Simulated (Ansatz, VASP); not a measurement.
Bi in VASP and in Ansatz

```
Bi
1.0
     4.53900   -0.02270   -0.02270
    -2.28915    3.94224   -0.00831
    -0.05915   -0.05915   11.82900
Bi
2
Direct
  0.33333 0.66667 0.25000
  0.66667 0.33333 0.75000
```

Change from the starting cell: equal xy, yz and zx shear strains of -1 %, crystal datasets.

Alike in both runs: task electric field gradients; functional PBEsol; k mesh 9 × 9 × 3; occupations fermi-dirac, width 0.03 eV; no spin polarisation.

|  | VASP | Ansatz |
| --- | --- | --- |
| version | VASP 6.6.1 | Ansatz 0.2.0 |
| potentials or method | VASP PAW PBE potentials, release 64 (Bi_d), cutoff 520 eV | all-electron PAW with datasets made for the crystal, scalar-relativistic |

Ansatz gave:

```
pressure (GPa)                                                : -3.5
traceless stress, the component that is largest in VASP (GPa) : 3.16
size of Vzz on the site where it differs most (V/Å²)          : 116.4
```

Question: Estimate VASP's values.

Answer: Pressure (GPa): -3.6; traceless stress, the component that is largest in VASP (GPa): 3.16; size of Vzz on the site where it differs most (V/Å²): 125.7.

VASP's potentials were made for PBE, not for PBEsol. Ansatz ran all-electron here, and VASP with PAW potentials.

Neither program's run includes spin-orbit coupling.
